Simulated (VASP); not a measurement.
# HC32 (a cell with a defect) in VASP: single point with PBE+D3(BJ)

Aim: the single point of HC32 (a cell with a defect) with PBE+D3(BJ).

All numbers are computed with VASP 6.6.1; they aren't measurements. Logs are shortened: lines on timing, memory, paths and dates and some standing lists are left out, and cuts for length are marked.

### 1 The cell of the first run

The cell holds a defect, 33 atoms: a = 7.135 Å, b = 7.433 Å, c = 7.433 Å, α = 70.11°, β = 61.32°, γ = 61.32°.

### 2 Single point, PBE+D3(BJ) (with an interstitial atom, then relaxed in part)

File INCAR:

```
SYSTEM = HC32
  PREC = Accurate
  ENCUT = 520
  EDIFF = 1E-6
  ISMEAR = 0
  SIGMA = 0.1
  LREAL = Auto
  LASPH = .TRUE.
  NELM = 100
  ALGO = Normal
  ISIF = 2
  LWAVE = .FALSE.
  LCHARG = .FALSE.
  GGA = PE
  IVDW = 12
  NBANDS = 86
```

File KPOINTS:

```
Automatic mesh
0
G
  4 4 4
  0 0 0
```

File POSCAR:

```
HC32
1.0
    0.0000000000      0.0000000000      7.1348525476
   -4.9294762873      4.2690516923      3.5674262738
   -4.9294762874     -4.2690516922      3.5674262738
C H
32 1
Direct
    0.3732459699      0.5477682647      0.7099749054
    0.8724107065      0.5460613105      0.7101701138
    0.2491978418      0.9223453879      0.5850743751
    0.7458313373      0.9243245132      0.5838480921
    0.1256761211      0.2971380595      0.4597682004
    0.6250749198      0.2989489159      0.4579604931
   -0.0060962702      0.6721443885      0.3360144880
    0.4966428864      0.6738469591      0.3350030647
    0.3716659800      0.0467354530      0.2108421357
    0.8740965317      0.0469310950      0.2091411357
    0.2451453243      0.4208947111      0.0847648547
    0.7486447398      0.4219003455      0.0830617179
    0.1188662929      0.7968804001      0.9600284899
    0.5754649067      0.7976088009      0.9592767857
    0.9997419088      0.1718321659      0.8345635525
    0.4970779167      0.1730594189      0.8325839877
    0.5004079526      0.3401173249      0.6668007967
    0.0016202791      0.3380890645      0.6679821930
    0.3746569441      0.7146423712      0.5437026911
    0.8696003019      0.7140532329      0.5425152854
    0.2507456896      0.0889247050      0.4188149128
    0.7504301818      0.0901075504      0.4167915100
    0.1215340150      0.4632504416      0.2936593599
    0.6216874451      0.4646886668      0.2922200659
    0.4883478463      0.8403153243      0.1726621475
   -0.0065512820      0.8391406462      0.1685669363
    0.3692254142      0.2143947407      0.0428551554
    0.8761374126      0.2132019312      0.0422669081
    0.2442459204      0.5883437411      0.9177677105
    0.7445179119      0.5842367502      0.9165895061
    0.1214267648      0.9635872077      0.7933209187
    0.6159260562      0.9683812281      0.7885257279
    0.4172040775     -0.2031299585     -0.0401514115
```

Potentials or basis: VASP PAW PBE potentials, release 64 (C, H).

The run is started by

```console
$ cat potpaw_PBE.64/C/POTCAR potpaw_PBE.64/H/POTCAR > POTCAR
$ mpirun -np 1 vasp_std > vasp.out
```

OUTCAR:

```text
SYSTEM = HC32
   PREC = Accurate
   ENCUT = 520
   EDIFF = 1E-6
   ISMEAR = 0
   LREAL = Auto
   LASPH = .TRUE.
   NELM = 100
   ISIF = 2
   GGA = PE
   IVDW = 12
 IVDW          = 12

 ion  position               nearest neighbor table
   1  0.373  0.548  0.710-  29 1.42  17 1.42  19 1.42
   2  0.872  0.546  0.710-  30 1.40  18 1.42  20 1.43
   3  0.249  0.922  0.585-  19 1.42  21 1.42  31 1.42
   4  0.746  0.924  0.584-  32 1.41  22 1.42  20 1.43
   5  0.126  0.297  0.460-  23 1.42  18 1.42  21 1.42
   6  0.625  0.299  0.458-  24 1.42  17 1.43  22 1.43
   7  0.994  0.672  0.336-  20 1.41  26 1.43  23 1.43
   8  0.497  0.674  0.335-  25 1.40  19 1.42  24 1.43
   9  0.372  0.047  0.211-  25 1.40  21 1.42  27 1.43
  10  0.874  0.047  0.209-  26 1.42  22 1.42  28 1.42
  11  0.245  0.421  0.085-  27 1.41  29 1.43  23 1.43
  12  0.749  0.422  0.083-  30 1.40  28 1.42  24 1.43
  13  0.119  0.797  0.960-  31 1.42  29 1.43  26 1.43
  14  0.575  0.798  0.959-  33 1.13  32 1.49  25 1.49  30 1.49
  15  1.000  0.172  0.835-  28 1.42  18 1.42  31 1.42
  16  0.497  0.173  0.833-  32 1.41  17 1.42  27 1.43
  17  0.500  0.340  0.667-  16 1.42   1 1.42   6 1.43
  18  0.002  0.338  0.668-   5 1.42  15 1.42   2 1.42
  19  0.375  0.715  0.544-   3 1.42   1 1.42   8 1.42
  20  0.870  0.714  0.543-   7 1.41   2 1.43   4 1.43
[... 10 lines left out ...]
  31  0.121  0.964  0.793-  15 1.42   3 1.42  13 1.42
  32  0.616  0.968  0.789-   4 1.41  16 1.41  14 1.49
  33  0.417  0.797  0.960-  14 1.13

  LATTYP: Found a body centered orthorhombic cell.
 ALAT       =     7.1348525476
 B/A-ratio  =     1.1966755203
 C/A-ratio  =     1.3818018675

  Lattice vectors:

 A1 = (   4.9294762873,  -4.2690516923,  -3.5674262738)
 A2 = (   4.9294762874,   4.2690516922,   3.5674262738)
 A3 = (  -4.9294762874,  -4.2690516922,   3.5674262738)

Analysis of symmetry for initial positions (statically):
=====================================================================
 Subroutine PRICEL returns:
 Original cell was already a primitive cell.

 Routine SETGRP: Setting up the symmetry group for a
 body centered orthorhombic supercell.

 Subroutine GETGRP returns: Found  1 space group operations
 (whereof  1 operations were pure point group operations)
 out of a pool of  8 trial point group operations.

The static configuration has the point symmetry C_1 .

Analysis of symmetry for dynamics (positions and initial velocities):
=====================================================================
 Subroutine PRICEL returns:
 Original cell was already a primitive cell.

 Routine SETGRP: Setting up the symmetry group for a
 body centered orthorhombic supercell.

 Subroutine GETGRP returns: Found  1 space group operations
 (whereof  1 operations were pure point group operations)
 out of a pool of  8 trial point group operations.

The dynamic configuration has the point symmetry C_1 .

 Subroutine INISYM returns: Found  1 space group operations
 (whereof  1 operations are pure point group operations),
 and found     1 'primitive' translations

----------------------------------------------------------------------------------------

                                     Primitive cell

  volume of cell :     300.2944

  direct lattice vectors                    reciprocal lattice vectors
     0.000000000  0.000000000  7.134852548     0.101430653 -0.000000000  0.140157066
    -4.929476287  4.269051692  3.567426274    -0.101430653  0.117122030  0.000000000
    -4.929476287 -4.269051692  3.567426274    -0.101430653 -0.117122030  0.000000000

  length of vectors
     7.134852548  7.433106285  7.433106285     0.173009192  0.154937882  0.154937882

  position of ions in fractional coordinates (direct lattice)
     0.373245970  0.547768265  0.709974905
     0.872410706  0.546061311  0.710170114
     0.249197842  0.922345388  0.585074375
     0.745831337  0.924324513  0.583848092
     0.125676121  0.297138059  0.459768200
     0.625074920  0.298948916  0.457960493
[... 25 lines left out ...]
     0.615926056  0.968381228  0.788525728
     0.417204078  0.796870041  0.959848589

  ion indices of the primitive-cell ions
   primitive index   ion index
                 1           1
                 2           2
                 3           3
                 4           4
                 5           5
                 6           6
[... 25 lines left out ...]
                32          32
                33          33

----------------------------------------------------------------------------------------

 KPOINTS: Automatic mesh

Automatic generation of k-mesh.
 Grid dimensions read from file:
 generate k-points for:    4    4    4

 Generating k-lattice:

  Cartesian coordinates                     Fractional coordinates (reciprocal lattice)
     0.025357663 -0.000000000  0.035039267     0.250000000  0.000000000  0.000000000
    -0.025357663  0.029280507  0.000000000     0.000000000  0.250000000  0.000000000
    -0.025357663 -0.029280507  0.000000000     0.000000000  0.000000000  0.250000000

  Length of vectors
     0.043252298  0.038734471  0.038734471

  Shift w.r.t. Gamma in fractional coordinates (k-lattice)
     0.000000000  0.000000000  0.000000000

 Subroutine IBZKPT returns following result:
 ===========================================

 Found     36 irreducible k-points:

 Following reciprocal coordinates:
            Coordinates               Weight
  0.000000  0.000000  0.000000      1.000000
  0.250000  0.000000  0.000000      2.000000
  0.250000  0.250000  0.250000      2.000000
  0.500000  0.000000  0.000000      1.000000
  0.500000  0.500000  0.500000      1.000000
  0.000000  0.250000  0.000000      2.000000
[... 16 lines left out ...]
 -0.250000 -0.250000  0.250000      2.000000
  0.500000  0.500000  0.000000      1.000000
 [... further k-points ...]
   k-points           NKPTS =     36   k-points in BZ     NKDIM =     36   number of bands    NBANDS=     86
   number of dos      NEDOS =    301   number of ions     NIONS =     33
   total plane-waves  NPLWV = 169344
   dimension x,y,z NGX =    54 NGY =   56 NGZ =   56
   dimension x,y,z NGXF=   108 NGYF=  112 NGZF=  112
   ions per type =              32   1
   NGX,Y,Z   is equivalent  to a cutoff of  12.58, 12.52, 12.52 a.u.
   NGXF,Y,Z  is equivalent  to a cutoff of  25.16, 25.05, 25.05 a.u.
 SYSTEM =  HC32
   PREC   = accura    normal or accurate (medium, high low for compatibility)
   ISTART =      0    job   : 0-new  1-cont  2-samecut
   ICHARG =      2    charge: 1-file 2-atom 10-const
   ISPIN  =      1    spin polarized calculation?
   LNONCOLLINEAR =      F non collinear calculations
   LSORBIT =      F    spin-orbit coupling
   LASPH  =      T    aspherical Exc in radial PAW
   ENCUT  =  520.0 eV  38.22 Ry    6.18 a.u.  13.27 13.82 13.82*2*pi/ulx,y,z
   NELM   =    100;   NELMIN=  2; NELMDL= -5     # of ELM steps
   EDIFF  = 0.1E-05   stopping-criterion for ELM
   LREAL  =      T    real-space projection
   EDIFFG = 0.1E-04   stopping-criterion for IOM
   NSW    =      0    number of steps for IOM
   IBRION =     -1    ionic relax: 0-MD 1-quasi-New 2-CG
   NFREE  =      0    steps in history (QN), initial steepest desc. (CG)
   ISIF   =      2    stress and relaxation
   ISYM   =      2    0-nonsym 1-usesym 2-fastsym
   POTIM  = 0.5000    time-step for ionic-motion
   TEBEG  =    0.0;   TEEND  =   0.0 temperature during run
   PSTRESS=    0.0 pullay stress
   NELECT =     129.0000    total number of electrons
   NUPDOWN=      -1.0000    fix difference up-down
   EMIN   =  10.00;   EMAX   =-10.00  energy-range for DOS
   EFERMI =   0.00;   METHOD = LEGACY
   ISMEAR =     0;   SIGMA  =   0.10  broadening in eV -4-tet -1-fermi 0-gaus
   EFERMI_NEDOS =   21; number of points for ismear=-14 and -15
   IALGO  =     38    algorithm
   IMIX   =      4    mixing-type and parameters
     AMIX     =   0.40;   BMIX     =  1.00
     AMIX_MAG =   1.60;   BMIX_MAG =  1.00
  volume/ion in A,a.u.               =       9.10        61.41
  Fermi-wavevector in a.u.,A,eV,Ry     =   1.235252  2.334288 20.760426  1.525848
  Thomas-Fermi vector in A             =   2.369909
   LORBIT       =      0    0 simple, 1 ext, 2 COOP (PROOUT), +10 PAW based schemes
   GGA     = PE    functional components
   LHFCALC =     F    Hartree Fock is set to
   AEXX    =    0.0000 exact exchange contribution
   IVDW    =    12    specifies the selected vdW correction
   LEPSILON=     F    determine dielectric tensor
   LRPA    =     F    only Hartree local field effects (RPA)
 non-spin polarized calculation
 Gauss-broadening in eV      SIGMA  =   0.10
  energy-cutoff  :      520.00
  volume of cell :      300.29
 maximum number of plane-waves:      8118
 NGX is ok and might be reduce to    54
   NGX = 27   NGY = 27   NGZ = 27

 number of electron     128.9999999 magnetization

 Free energy of the ion-electron system (eV)
  ---------------------------------------------------
  ext. energy  EPLUGINS =         0.00000000
  ---------------------------------------------------
  free energy    TOTEN  =      -296.75968693 eV

  energy without entropy =     -296.73551615  energy(sigma->0) =     -296.74760154

 E-fermi :   4.3728     XC(G=0):  -9.9463

 val. band max:        4.3557596049   @ k =   0.5000   0.2500   0.2500
 cond. band min:       4.3830703447   @ k =   0.0000  -0.2500   0.2500
 fundamental gap:      0.0273107398
 Fermi energy:         4.3727514987

 k-point     1 :       0.0000    0.0000    0.0000
  band No.  band energies     occupation
      1     -15.3913      2.00000
      2     -14.0943      2.00000
      3     -14.0888      2.00000
      4     -13.7452      2.00000
      5     -13.7111      2.00000
      6     -12.8828      2.00000
[... 68 lines left out ...]
     75       9.8466      0.00000
     76       9.8568      0.00000

 k-point     2 :       0.2500    0.0000    0.0000
  band No.  band energies     occupation
      1     -15.2934      2.00000
      2     -14.5988      2.00000
      3     -13.7071      2.00000
      4     -13.6737      2.00000
      5     -13.5099      2.00000
      6     -13.2978      2.00000
[... 1730 lines left out ...]
 k-point    24 :       0.5000    0.5000    0.0000
  band No.  band energies     occupation
      1     -14.9527      2.00000
      2     -14.8926      2.00000
      3     -13.8560      2.00000
      4     -13.8408      2.00000
      5     -13.8028      2.00000
      6     -13.7948      2.00000
[... 68 lines left out ...]
     75       9.7072      0.00000
     76      10.5590      0.00000

 [... further k-points ...]

 [bands above 76 left out]

------------------------ aborting loop because EDIFF is reached ----------------------------------------

 Edisp (eV)   -4.73858

 E8    (eV) :    -1.3263

  FORCE on cell =-STRESS in cart. coord.  units (eV):
  Direction    XX          YY          ZZ          XY          YZ          ZX
  --------------------------------------------------------------------------------------
  -------------------------------------------------------------------------------------
  Total       4.77792     4.42899    -0.36355     0.04253    -0.01262    -0.00011
  in kB      25.49191    23.63021    -1.93968     0.22690    -0.06731    -0.00058
  external pressure =       15.73 kB  Pullay stress =        0.00 kB

 VOLUME and BASIS-vectors are now :
 -----------------------------------------------------------------------------
  energy-cutoff  :      520.00
  volume of cell :      300.29
      direct lattice vectors                 reciprocal lattice vectors
     0.000000000  0.000000000  7.134852548     0.101430653 -0.000000000  0.140157066
    -4.929476287  4.269051692  3.567426274    -0.101430653  0.117122030  0.000000000
    -4.929476287 -4.269051692  3.567426274    -0.101430653 -0.117122030  0.000000000

 POSITION                                       TOTAL-FORCE (eV/Angst)
 -----------------------------------------------------------------------------------
     -6.20002     -0.69247      7.14996         0.002374      0.003879      0.002949
     -6.19256     -0.70059     10.70603         0.003153     -0.000109      0.003543
     -7.43079      1.43983      7.15560        -0.001977      0.005222     -0.002606
     -7.43450      1.45351     10.70169         0.007919     -0.001128      0.003965
     -3.73115     -0.69428      3.59689        -0.002119     -0.004322     -0.000838
     -3.73117     -0.67883      7.16004         0.000041      0.000878     -0.001387
[... 25 lines left out ...]
     -8.66063      0.76781     10.66218         0.000639     -0.007504     -0.000102
     -8.65970     -0.69576      9.24365         0.000052      0.000835     -0.024492
 -----------------------------------------------------------------------------------
    total drift:                               -0.060257     -0.023890      0.019184

  FREE ENERGIE OF THE ION-ELECTRON SYSTEM (eV)
  ---------------------------------------------------
  free  energy   TOTEN  =      -301.4982665124 eV

  energy  without entropy=     -301.4740957344  energy(sigma->0) =     -301.48618112
```

Run time: 30 min. Hardware: 1 thread of AMD EPYC 7R13 (Zen 3), shared host; peak memory 0.72 GiB.

What came out:

- Free energy: -301.4983 eV
- Pressure: 1.6 GPa
- Largest force: 0.025 eV/Å
- Band gap on the k mesh: zero (an odd number of electrons rules out a gap without spin polarisation)
- Dispersion energy per atom: -0.144 eV

Forces on the atoms (eV/Å):
```
C    0.002  0.004  0.003
C    0.003  0.000  0.004
C   -0.002  0.005 -0.003
C    0.008 -0.001  0.004
C   -0.002 -0.004 -0.001
C    0.000  0.001 -0.001
C    0.005  0.000 -0.004
C   -0.002 -0.007  0.006
C   -0.001  0.000  0.003
C    0.003  0.002  0.005
C    0.002  0.004  0.003
C   -0.005 -0.001 -0.004
C   -0.002  0.002 -0.004
C   -0.001 -0.002  0.009
C   -0.003 -0.003  0.002
C   -0.005  0.001 -0.001
C    0.001  0.002  0.004
C    0.001  0.005  0.001
C   -0.001 -0.007  0.003
C   -0.001 -0.004  0.000
C   -0.001 -0.001 -0.001
C   -0.002  0.003  0.001
C    0.003 -0.002 -0.005
C   -0.001  0.006  0.001
C    0.010  0.008  0.003
C   -0.001  0.004  0.000
C    0.001 -0.002 -0.001
C   -0.003 -0.006  0.002
C   -0.002 -0.003 -0.003
C   -0.007  0.003  0.004
C    0.003  0.000 -0.004
C    0.001 -0.008  0.000
H    0.000  0.001 -0.024
```

Levels at points of the mesh, in eV from the Fermi level:
| k point | band 60 | band 61 | band 62 | band 63 | band 64 | band 65 | band 66 | band 67 | band 68 | band 69 |
| --- | --- | --- | --- | --- | --- | --- | --- | --- | --- | --- |
| (0.00, 0.00, 0.00) | -2.56 | -2.26 | -2.08 | -1.88 | -1.62 | -0.42 | 0.38 | 0.70 | 0.92 | 1.97 |
| (0.50, 0.00, 0.00) | -3.40 | -2.50 | -2.17 | -1.28 | -0.78 | -0.07 | 0.48 | 1.04 | 1.43 | 2.13 |
| (0.50, 0.50, 0.50) | -3.40 | -2.50 | -2.18 | -1.28 | -0.78 | -0.07 | 0.48 | 1.04 | 1.43 | 2.13 |
| (0.00, 0.50, 0.00) | -3.09 | -2.76 | -2.38 | -1.63 | -1.38 | -0.10 | 0.95 | 1.45 | 1.99 | 2.37 |
| (0.00, 0.00, 0.50) | -3.09 | -2.76 | -2.38 | -1.63 | -1.38 | -0.10 | 0.95 | 1.45 | 1.99 | 2.37 |
| (0.50, 0.50, 0.00) | -2.86 | -2.79 | -2.72 | -2.71 | -2.67 | 0.25 | 2.08 | 2.08 | 2.09 | 2.37 |
| (0.50, 0.00, 0.50) | -2.86 | -2.80 | -2.71 | -2.69 | -2.68 | 0.19 | 2.06 | 2.09 | 2.11 | 2.40 |
| (0.00, 0.50, 0.50) | -3.01 | -2.25 | -1.97 | -1.13 | -0.66 | 0.13 | 1.06 | 1.35 | 1.67 | 2.24 |

Caveat: the cell differs from its parent crystal (with an interstitial atom, then relaxed in part).

The gap in the log of VASP goes by the Fermi energy; the results here count the filled bands.